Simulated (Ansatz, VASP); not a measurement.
## Be3N2 in VASP and in Ansatz

Contents of INCAR:

```
ALGO = Normal
EDIFF = 1E-6
ENCUT = 520
GGA = CA
ISIF = 2
ISMEAR = 0
LASPH = T
LCHARG = F
LREAL = F
LWAVE = F
NBANDS = 16
NELM = 80
PREC = Accurate
SIGMA = 0.05
```

File KPOINTS:

```
k-points
0
Gamma
  9 9 6
```

Contents of POSCAR:

```
Be3N2
1.0
    2.8177777140      0.0000000000      0.0000000000
   -1.4088888570      2.4402670826      0.0000000000
    0.0000000000      0.0000000000      4.6670220000
Be N
3 2
Direct
    0.0121197052      0.0088722399      0.0046390686
    0.6787863718      0.3422055733      0.6542720686
    0.3454530385      0.6755389066      0.3550060686
    0.3333333333      0.6666666667      0.7470580000
    0.6666666667      0.3333333333      0.2529420000
```

Input for Ansatz:

```yaml
crystal:
  lattice:
    - [2.817777714, 0.0, 0.0]
    - [-1.408888857, 2.4402670826, 0.0]
    - [0.0, 0.0, 4.667022]
  atoms:
    - { symbol: Be, position: [0.0121197052, 0.0088722399, 0.0046390686] }
    - { symbol: Be, position: [0.6787863718, 0.3422055733, 0.6542720686] }
    - { symbol: Be, position: [0.3454530385, 0.6755389066, 0.3550060686] }
    - { symbol: "N", position: [0.3333333333, 0.6666666667, 0.747058] }
    - { symbol: "N", position: [0.6666666667, 0.3333333333, 0.252942] }
basis:
  ecutwfc: 420
kpoints:
  mp_grid: { grid: [9, 9, 6] }
hamiltonian:
  xc: lda
scf:
  occupations: { method: gaussian, width: 0.05 }
output:
  forces: true
  stress: true
  eigenvalues: true
```

Change from the starting cell: all Be atoms moved +0.037 Å, as atom 1 along Cartesian [1 1 1].

Alike in both runs: task single point; functional LDA; k mesh 9 × 9 × 6; occupations gaussian, width 0.05 eV; no spin polarisation.

|  | VASP | Ansatz |
| --- | --- | --- |
| version | VASP 6.6.1 | Ansatz 0.2.0 |
| potentials or method | VASP PAW LDA potentials, release 64 (Be, N), cutoff 520 eV | scalar-relativistic, plane waves, PAW |
| valence electrons in the cell | 16 | 16 |

VASP gave:

```
gap on the k mesh at the Fermi level (eV)                     : 4.23
least direct gap on the mesh (eV)                             : 5.94
pressure (GPa)                                                : -9.3
traceless stress, the component that is largest in VASP (GPa) : 0.47
rms of the force components (eV/Å)                            : 0.188
```

Q: Estimate Ansatz's values.

A: gap on the k mesh at the Fermi level (eV): 4.24; least direct gap on the mesh (eV): 5.95; pressure (GPa): -9.8; traceless stress, the component that is largest in VASP (GPa): 0.44; rms of the force components (eV/Å): 0.189.

LDA's correlation is that of Perdew and Zunger in VASP and of Perdew and Wang (1992) in Ansatz. Atom by atom the forces differ by 0.004 eV/Å (rms over components).
